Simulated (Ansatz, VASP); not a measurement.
CsBr: VASP beside Ansatz

POSCAR

```
CsBr
1.0
    4.2860000000      0.0000000000      0.0000000000
    0.0000000000      4.2860000000      0.0000000000
    0.0000000000      0.0000000000      4.2860000000
Cs Br
1 1
Direct
    0.0000000000      0.0000000000      0.0000000000
    0.5000000000      0.5000000000      0.5000000000
```

INCAR.step1

```
SYSTEM = CsBr
PREC = Accurate
ENCUT = 550
ISMEAR = 0
SIGMA = 0.1
LREAL = .False.
LASPH = .True.
NELM = 120
NBANDS = 15
GGA = PE
ALGO = Normal
EDIFF = 1E-5
LWAVE = .True.
LCHARG = .False.
GGA_COMPAT = .False.
```

INCAR.step2

```
SYSTEM = CsBr
PREC = Accurate
ENCUT = 550
EDIFF = 1E-6
ISMEAR = 0
SIGMA = 0.1
LREAL = .False.
LASPH = .True.
NELM = 120
ALGO = Normal
ISIF = 2
LWAVE = .False.
LCHARG = .False.
METAGGA = R2SCAN
LMIXTAU = .True.
NBANDS = 15
ISTART = 1
GGA_COMPAT = .False.
```

File KPOINTS:

```
Automatic mesh
0
Gamma
  4 4 4
  0 0 0
```

Input for Ansatz:

```yaml
crystal:
  lattice:
    - [4.286, 0.0, 0.0]
    - [0.0, 4.286, 0.0]
    - [0.0, 0.0, 4.286]
  atoms:
    - { symbol: Cs, position: [0.0, 0.0, 0.0] }
    - { symbol: Br, position: [0.5, 0.5, 0.5] }
basis:
  ecutwfc: 500
kpoints:
  mp_grid: { grid: [4, 4, 4] }
hamiltonian:
  xc: r2scan
scf:
  occupations: { method: gaussian, width: 0.1 }
output:
  forces: true
  stress: true
  eigenvalues: true
```

Alike in both runs: task single point; functional r2SCAN; k mesh 4 × 4 × 4; occupations gaussian, width 0.1 eV; no spin polarisation.

|  | VASP | Ansatz |
| --- | --- | --- |
| version | VASP 6.6.1 | Ansatz 0.2.0 |
| potentials or method | VASP PAW PBE potentials, release 64 (Cs_sv, Br), cutoff 550 eV | scalar-relativistic, plane waves, PAW |
| valence electrons in the cell | 16 | 16 |

```tsv
	VASP	Ansatz	Ansatz less VASP
gap on the k mesh at the Fermi level (eV)	5.29	5.30	+0.015
least direct gap on the mesh (eV)	5.29	5.30	+0.015
pressure (GPa)	0.5	0.4	-0.05
```

VASP's potentials were made for PBE, not for r2SCAN. The functional is the same, so the differences come from potentials, cutoffs and numerics.

Neither program's run includes spin-orbit coupling.
